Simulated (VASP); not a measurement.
Here is a VASP 6.6.1 calculation.

INCAR

```
SYSTEM = TePt
ALGO     = Normal         ! electronic algorithm
EDIFF    = 1E-6           ! SCF threshold, eV
ENCUT    = 520            ! plane-wave cutoff, eV
ISIF     = 2              ! what is computed and relaxed
ISMEAR   = 0              ! smearing method
ISPIN    = 2              ! spin polarisation
LASPH    = .TRUE.         ! aspherical terms in the spheres
LCHARG   = .FALSE.        ! write CHGCAR
LMAXMIX  = 4              ! l up to which the mixer works
LORBIT   = 11             ! projections on sites
LREAL    = .FALSE.        ! projectors in reciprocal space
LWAVE    = .FALSE.        ! write WAVECAR
MAGMOM   = 0 0 0.25 0.25  ! initial moments
NBANDS   = 28             ! bands
NELM     = 150            ! most SCF steps
NUPDOWN  = 0.5            ! fixed moment
PREC     = Accurate       ! precision mode
SIGMA    = 0.15           ! smearing width, eV
```

Contents of KPOINTS:

```
k-points
0
G
  12 12 8
  0 0 0
```

The input POSCAR:

```
TePt
1.0
    4.3073750233      0.0000000000      0.0000000000
   -2.1536875117      3.7302961938      0.0000000000
    0.0000000000      0.0000000000      5.6470759316
Te Pt
2 2
Direct
    0.3333333333      0.6666666667      0.2500000000
    0.6666666667      0.3333333333      0.7500000000
    0.0000000000      0.0000000000      0.0000000000
    0.0000000000      0.0000000000      0.5000000000
```

Potentials or basis: VASP PAW LDA potentials, release 64 (Te, Pt).

The run is started by

```sh
$ cat potpaw_LDA.64/Te/POTCAR potpaw_LDA.64/Pt/POTCAR > POTCAR
$ mpirun -np 1 vasp_std > vasp.out
```

Question: Estimate the pressure.

Answer: -8.9 GPa.

Stress tensor (GPa, compression positive):
```
-8.69  0.00  0.00
 0.00 -8.69  0.00
 0.00  0.00 -9.45
```

Caveat: the cell stands under tension; the total moment is fixed, so each spin has its own Fermi level.
